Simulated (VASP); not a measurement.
Wanted: the native input for a VASP 6.6.1 run.

```
Task                               : single point
Functional                         : HSE06
Potentials or basis                : VASP PAW PBE potentials, release 64 (Mg, S)
Cutoff                             : 520 eV
k mesh                             : 6 × 6 × 6
Occupations                        : gaussian, width 0.01 eV
Spin                               : no spin polarisation
Dipole correction                  : no
Grid for exact exchange (PRECFOCK) : Normal
Further INCAR settings             : ALGO = Normal; EDIFF = 1e-07; NBANDS = 11
Share of exact exchange            : 0.25
Screening parameter                : 0.2079 1/Å
```

The system is MgS.

```xyz
2
Lattice="0.0000 2.7365 2.7365 2.7365 0.0000 2.7365 2.7365 2.7365 0.0000" Properties=species:S:1:pos:R:3 pbc="T T T"
Mg    0.0000    0.0000    0.0000
S     2.7365    2.7365    2.7365
```

This cell differs from its parent crystal: strain +5.2%.

These files were run (other wordings do the same):

POSCAR

```
MgS
1.0
    0.0000000000      2.7365365106      2.7365365106
    2.7365365106      0.0000000000      2.7365365106
    2.7365365106      2.7365365106      0.0000000000
Mg S
1 1
Direct
    0.0000000000      0.0000000000      0.0000000000
    0.5000000000      0.5000000000      0.5000000000
```

INCAR.step1

```
PREC = Accurate
ENCUT = 520
EDIFF = 1E-5
ISMEAR = 0
SIGMA = 0.01
LREAL = False
LASPH = True
NELM = 100
ALGO = Normal
ISIF = 2
LWAVE = True
LCHARG = False
NBANDS = 11
GGA = PE
```

INCAR.step2

```
PREC = Accurate
ENCUT = 520
EDIFF = 1E-7
ISMEAR = 0
SIGMA = 0.01
LREAL = False
LASPH = True
NELM = 100
ALGO = Normal
ISIF = 2
LWAVE = False
LCHARG = False
GGA = PE
LHFCALC = True
HFSCREEN = 0.2079
PRECFOCK = Normal
NBANDS = 11
ISTART = 1
```

KPOINTS

```
Automatic mesh
0
Gamma
  6 6 6
```

Potentials or basis: VASP PAW PBE potentials, release 64 (Mg, S).

Command:

```bash
$ cat potpaw_PBE.64/Mg/POTCAR potpaw_PBE.64/S/POTCAR > POTCAR
$ cp INCAR.step1 INCAR
$ mpirun -np 1 vasp_std > vasp.out
$ cp INCAR.step2 INCAR
$ mpirun -np 1 vasp_std > vasp.out
```

Results of the run:

```json
{
  "Pressure": "-9.4 GPa",
  "Band gap on the k mesh": "3.36 eV (least direct gap 3.62 eV)"
}
```

Caveat: the cell differs from its parent crystal (strain +5.2%); the cell stands under tension; the PAW data sets were made with another functional, which shifts forces and pressure a little.

Wall time 26 min on 1 thread of Intel(R) Xeon(R) Platinum 8488C (Sapphire Rapids), with other jobs on the host, peak memory 0.28 GiB.
